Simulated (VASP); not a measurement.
# Mg3Te2O (P-3m1) in VASP: single point with PBE

Aim: the single point of Mg3Te2O with PBE.

All numbers are computed with VASP 6.6.1; they aren't measurements. Logs are shortened: lines on timing, memory, paths and dates and some standing lists are left out, and cuts for length are marked.

### 1 The cell of the first run

The structure is trigonal, space group P-3m1 (No. 164). Conventional cell: a = 3.899 Å, b = 3.899 Å, c = 9.460 Å, α = 90.00°, β = 90.00°, γ = 120.00°. Mg (site symmetry 3m) has 3 O at 2.51 Å and 3 Te at 2.90 Å and 3 Mg at 3.15 Å within 3.3 Å. Mg (site symmetry -3m) has 6 Te at 2.88 Å within 3.8 Å. Te (site symmetry 3m) has 6 Mg at 2.88 to 2.90 Å and 3 O at 3.69 Å within 3.8 Å. Within 3.3 Å of O (site symmetry -3m) lie 6 Mg at 2.51 Å.

### 2 Single point, PBE

The input, INCAR:

```
SYSTEM = Mg3Te2O
ALGO = Normal
EDIFF = 1E-6
ENCUT = 600
GGA = PE
GGA_COMPAT = .FALSE.
ISIF = 2
ISMEAR = 0
LASPH = .TRUE.
LCHARG = .FALSE.
LREAL = .FALSE.
LWAVE = .FALSE.
NBANDS = 21
NELM = 120
PREC = Accurate
SIGMA = 0.15
```

The input, KPOINTS:

```
k-points
0
G
  4 4 2
  0 0 0
```

The input, POSCAR:

```
Mg3Te2O
1.0
    3.8989229671      0.0000000000      0.0000000000
   -1.9494614835      3.3765663369      0.0000000000
    0.0000000000      0.0000000000      9.4598046411
Mg Te O
3 2 1
Direct
    0.6666666667      0.3333333333      0.8835000186
    0.3333333333      0.6666666667      0.1164999814
    0.0000000000      0.0000000000      0.5000000000
    0.3333333333      0.6666666667      0.6903403565
    0.6666666667      0.3333333333      0.3096596435
    0.0000000000      0.0000000000      0.0000000000
```

Potentials or basis: VASP PAW PBE potentials, release 64 (Mg, Te, O).

Run with:

```bash
cat potpaw_PBE.64/Mg/POTCAR potpaw_PBE.64/Te/POTCAR potpaw_PBE.64/O/POTCAR > POTCAR
mpirun -np 1 vasp_std > vasp.out
```

OUTCAR:

```text
SYSTEM = Mg3Te2O
   EDIFF = 1E-6
   ENCUT = 600
   GGA = PE
   ISIF = 2
   ISMEAR = 0
   LASPH = .TRUE.
   LREAL = .FALSE.
   NELM = 120
   PREC = Accurate

 ion  position               nearest neighbor table
   1  0.667  0.333  0.884-   6 2.51   6 2.51   6 2.51   4 2.90   4 2.90   4 2.90   2 3.15   2 3.15
                             2 3.15
   2  0.333  0.667  0.116-   6 2.51   6 2.51   6 2.51   5 2.90   5 2.90   5 2.90   1 3.15   1 3.15
                             1 3.15
   3  0.000  0.000  0.500-   4 2.88   5 2.88   4 2.88   5 2.88   5 2.88   4 2.88
   4  0.333  0.667  0.690-   3 2.88   3 2.88   3 2.88   1 2.90   1 2.90   1 2.90
   5  0.667  0.333  0.310-   3 2.88   3 2.88   3 2.88   2 2.90   2 2.90   2 2.90
   6  0.000  0.000  0.000-   1 2.51   2 2.51   2 2.51   1 2.51   1 2.51   2 2.51

  LATTYP: Found a hexagonal cell.
 ALAT       =     3.8989229671
 C/A-ratio  =     2.4262609754

  Lattice vectors:

 A1 = (   3.8989229671,   0.0000000000,   0.0000000000)
 A2 = (  -1.9494614835,   3.3765663369,   0.0000000000)
 A3 = (   0.0000000000,   0.0000000000,   9.4598046411)

Analysis of symmetry for initial positions (statically):
=====================================================================
 Subroutine PRICEL returns:
 Original cell was already a primitive cell.

 Routine SETGRP: Setting up the symmetry group for a
 hexagonal supercell.

 Subroutine GETGRP returns: Found 12 space group operations
 (whereof 12 operations were pure point group operations)
 out of a pool of 24 trial point group operations.

The static configuration has the point symmetry D_3d.

Analysis of symmetry for dynamics (positions and initial velocities):
=====================================================================
 Subroutine PRICEL returns:
 Original cell was already a primitive cell.

 Routine SETGRP: Setting up the symmetry group for a
 hexagonal supercell.

 Subroutine GETGRP returns: Found 12 space group operations
 (whereof 12 operations were pure point group operations)
 out of a pool of 24 trial point group operations.

The dynamic configuration has the point symmetry D_3d.

 Subroutine INISYM returns: Found 12 space group operations
 (whereof 12 operations are pure point group operations),
 and found     1 'primitive' translations

----------------------------------------------------------------------------------------

                                     Primitive cell

  volume of cell :     124.5381

  direct lattice vectors                    reciprocal lattice vectors
     3.898922967  0.000000000  0.000000000     0.256481087  0.148079425  0.000000000
    -1.949461483  3.376566337  0.000000000     0.000000000  0.296158849  0.000000000
     0.000000000  0.000000000  9.459804641     0.000000000  0.000000000  0.105710428

  length of vectors
     3.898922967  3.898922967  9.459804641     0.296158849  0.296158849  0.105710428

  position of ions in fractional coordinates (direct lattice)
     0.666666667  0.333333333  0.883500019
     0.333333333  0.666666667  0.116499981
     0.000000000  0.000000000  0.500000000
     0.333333333  0.666666667  0.690340357
     0.666666667  0.333333333  0.309659643
     0.000000000  0.000000000  0.000000000

  ion indices of the primitive-cell ions
   primitive index   ion index
                 1           1
                 2           2
                 3           3
                 4           4
                 5           5
                 6           6

----------------------------------------------------------------------------------------

 KPOINTS: k-points

Automatic generation of k-mesh.
 Grid dimensions read from file:
 generate k-points for:    4    4    2

 Generating k-lattice:

  Cartesian coordinates                     Fractional coordinates (reciprocal lattice)
     0.064120272  0.037019856  0.000000000     0.250000000  0.000000000  0.000000000
     0.000000000  0.074039712  0.000000000     0.000000000  0.250000000  0.000000000
     0.000000000  0.000000000  0.052855214     0.000000000  0.000000000  0.500000000

  Length of vectors
     0.074039712  0.074039712  0.052855214

  Shift w.r.t. Gamma in fractional coordinates (k-lattice)
     0.000000000  0.000000000  0.000000000

 Subroutine IBZKPT returns following result:
 ===========================================

 Found      8 irreducible k-points:

 Following reciprocal coordinates:
            Coordinates               Weight
  0.000000  0.000000  0.000000      1.000000
  0.250000  0.000000  0.000000      6.000000
  0.500000  0.000000  0.000000      3.000000
  0.250000  0.250000  0.000000      6.000000
  0.000000  0.000000  0.500000      1.000000
  0.250000  0.000000  0.500000      6.000000
  0.500000  0.000000  0.500000      3.000000
  0.250000  0.250000  0.500000      6.000000
   k-points           NKPTS =      8   k-points in BZ     NKDIM =      8   number of bands    NBANDS=     21
   number of dos      NEDOS =    301   number of ions     NIONS =      6
   total plane-waves  NPLWV =  81920
   dimension x,y,z NGX =    32 NGY =   32 NGZ =   80
   dimension x,y,z NGXF=    64 NGYF=   64 NGZF=  160
   ions per type =               3   2   1
   NGX,Y,Z   is equivalent  to a cutoff of  13.64, 13.64, 14.06 a.u.
   NGXF,Y,Z  is equivalent  to a cutoff of  27.29, 27.29, 28.12 a.u.
 SYSTEM =  Mg3Te2O
   PREC   = accura    normal or accurate (medium, high low for compatibility)
   ISTART =      0    job   : 0-new  1-cont  2-samecut
   ICHARG =      2    charge: 1-file 2-atom 10-const
   ISPIN  =      1    spin polarized calculation?
   LNONCOLLINEAR =      F non collinear calculations
   LSORBIT =      F    spin-orbit coupling
   LASPH  =      T    aspherical Exc in radial PAW
   ENCUT  =  600.0 eV  44.10 Ry    6.64 a.u.   7.79  7.79 18.89*2*pi/ulx,y,z
   NELM   =    120;   NELMIN=  2; NELMDL= -5     # of ELM steps
   EDIFF  = 0.1E-05   stopping-criterion for ELM
   LREAL  =      F    real-space projection
   EDIFFG = 0.1E-04   stopping-criterion for IOM
   NSW    =      0    number of steps for IOM
   IBRION =     -1    ionic relax: 0-MD 1-quasi-New 2-CG
   NFREE  =      0    steps in history (QN), initial steepest desc. (CG)
   ISIF   =      2    stress and relaxation
   ISYM   =      2    0-nonsym 1-usesym 2-fastsym
   POTIM  = 0.5000    time-step for ionic-motion
   TEBEG  =    0.0;   TEEND  =   0.0 temperature during run
   PSTRESS=    0.0 pullay stress
   NELECT =      24.0000    total number of electrons
   NUPDOWN=      -1.0000    fix difference up-down
   EMIN   =  10.00;   EMAX   =-10.00  energy-range for DOS
   EFERMI =   0.00;   METHOD = LEGACY
   ISMEAR =     0;   SIGMA  =   0.15  broadening in eV -4-tet -1-fermi 0-gaus
   EFERMI_NEDOS =   21; number of points for ismear=-14 and -15
   IALGO  =     38    algorithm
   IMIX   =      4    mixing-type and parameters
     AMIX     =   0.40;   BMIX     =  1.00
     AMIX_MAG =   1.60;   BMIX_MAG =  1.00
  volume/ion in A,a.u.               =      20.76       140.07
  Fermi-wavevector in a.u.,A,eV,Ry     =   0.945608  1.786940 12.165986  0.894175
  Thomas-Fermi vector in A             =   2.073526
   LORBIT       =      0    0 simple, 1 ext, 2 COOP (PROOUT), +10 PAW based schemes
   GGA     = PE    functional components
   LHFCALC =     F    Hartree Fock is set to
   AEXX    =    0.0000 exact exchange contribution
   IVDW    =     0    specifies the selected vdW correction
   LEPSILON=     F    determine dielectric tensor
   LRPA    =     F    only Hartree local field effects (RPA)
 non-spin polarized calculation
 Gauss-broadening in eV      SIGMA  =   0.15
  energy-cutoff  :      600.00
  volume of cell :      124.54
 maximum number of plane-waves:      4171
 NGX is ok and might be reduce to    32
   NGX = 15   NGY = 15   NGZ = 37

 number of electron      24.0000000 magnetization

 Free energy of the ion-electron system (eV)
  ---------------------------------------------------
  ext. energy  EPLUGINS =         0.00000000
  ---------------------------------------------------
  free energy    TOTEN  =       -21.65230882 eV

  energy without entropy =      -21.64394760  energy(sigma->0) =      -21.64812821

 E-fermi :   5.4988     XC(G=0):  -9.4228

 val. band max:        5.4478025401   @ k =   0.0000   0.0000   0.0000
 cond. band min:       5.8941299712   @ k =   0.5000   0.0000   0.0000
 fundamental gap:      0.4463274310
 Fermi energy:         5.4988063264

 k-point     1 :       0.0000    0.0000    0.0000
  band No.  band energies     occupation
      1     -12.2852      2.00000
      2      -6.7942      2.00000
      3      -6.2922      2.00000
      4      -0.1232      2.00000
      5       0.9951      2.00000
      6       2.1317      2.00000
[... 13 lines left out ...]
     20      11.4452      0.00000
     21      11.8768      0.00000

 k-point     2 :       0.2500    0.0000    0.0000
  band No.  band energies     occupation
      1     -12.2103      2.00000
      2      -6.2591      2.00000
      3      -5.8195      2.00000
      4       0.0364      2.00000
      5       1.2195      2.00000
      6       1.6444      2.00000
[... 13 lines left out ...]
     20      12.0476      0.00000
     21      12.4146      0.00000

 k-point     3 :       0.5000    0.0000    0.0000
  band No.  band energies     occupation
      1     -12.1338      2.00000
      2      -5.4448      2.00000
      3      -5.2573      2.00000
      4      -0.1053      2.00000
      5       0.0402      2.00000
      6       0.3561      2.00000
[... 13 lines left out ...]
     20      11.3816      0.00000
     21      12.4665      0.00000
[... 73 lines left out ...]
 k-point     7 :       0.5000    0.0000    0.5000
  band No.  band energies     occupation
      1     -12.1338      2.00000
      2      -5.4205      2.00000
      3      -5.2846      2.00000
      4      -0.4229      2.00000
      5       0.5064      2.00000
      6       0.5432      2.00000
[... 13 lines left out ...]
     20      11.0622      0.00000
     21      12.1903      0.00000

 k-point     8 :       0.2500    0.2500    0.5000
  band No.  band energies     occupation
      1     -12.1343      2.00000
      2      -5.4836      2.00000
      3      -5.2602      2.00000
      4       0.1844      2.00000
      5       0.5179      2.00000
      6       1.1905      2.00000
[... 13 lines left out ...]
     20      11.5455      0.00000
     21      11.9764      0.00000

------------------------ aborting loop because EDIFF is reached ----------------------------------------

  FORCE on cell =-STRESS in cart. coord.  units (eV):
  Direction    XX          YY          ZZ          XY          YZ          ZX
  --------------------------------------------------------------------------------------
  -------------------------------------------------------------------------------------
  Total       -0.3161283     -0.3161283     -0.1817958     -0.0000000      0.0000000      0.0000000
  in kB       -4.0669780     -4.0669780     -2.3387956     -0.0000000      0.0000000      0.0000000
  external PRESSURE =      -3.4909172 kB  Pullay stress =       0.0000000 kB

 VOLUME and BASIS-vectors are now :
 -----------------------------------------------------------------------------
  energy-cutoff  :      600.00
  volume of cell :      124.54
      direct lattice vectors                 reciprocal lattice vectors
     3.898922967  0.000000000  0.000000000     0.256481087  0.148079425  0.000000000
    -1.949461483  3.376566337  0.000000000     0.000000000  0.296158849  0.000000000
     0.000000000  0.000000000  9.459804641     0.000000000  0.000000000  0.105710428

 POSITION                                       TOTAL-FORCE (eV/Angst)
 -----------------------------------------------------------------------------------
      1.94946      1.12552      8.35774        -0.000000     -0.000000     -0.002594
     -0.00000      2.25104      1.10207        -0.000000      0.000000      0.002594
      0.00000      0.00000      4.72990        -0.000000     -0.000000      0.000000
     -0.00000      2.25104      6.53048        -0.000000      0.000000     -0.003567
      1.94946      1.12552      2.92932         0.000000     -0.000000      0.003567
      0.00000      0.00000      0.00000        -0.000000     -0.000000      0.000000
 -----------------------------------------------------------------------------------
    total drift:                                0.000000     -0.000000      0.000000

  FREE ENERGIE OF THE ION-ELECTRON SYSTEM (eV)
  ---------------------------------------------------
  free  energy   TOTEN  =       -21.6523088167 eV

  energy  without entropy=      -21.6439475958  energy(sigma->0) =      -21.64812821
```

Wall time 59 s (1 thread of AMD EPYC 7R13, shared host); peak memory 0.24 GiB.

Results:

* Free energy: -21.6523 eV
* Pressure: -0.3 GPa
* Largest force: 0.004 eV/Å
* Band gap on the k mesh: zero (filled and empty bands touch)

Forces in eV/Å, atoms in the order of the input:
```
Mg   0.000  0.000 -0.003
Mg   0.000  0.000  0.003
Mg   0.000  0.000  0.000
Te   0.000  0.000 -0.004
Te   0.000  0.000  0.004
O    0.000  0.000  0.000
```

Stress tensor (GPa, compression positive):
```
-0.41  0.00  0.00
 0.00 -0.41  0.00
 0.00  0.00 -0.23
```

Caveat: the k points lie up to 0.47 Å⁻¹ apart; spin-orbit coupling is left out, which moves the levels of the heavy elements.
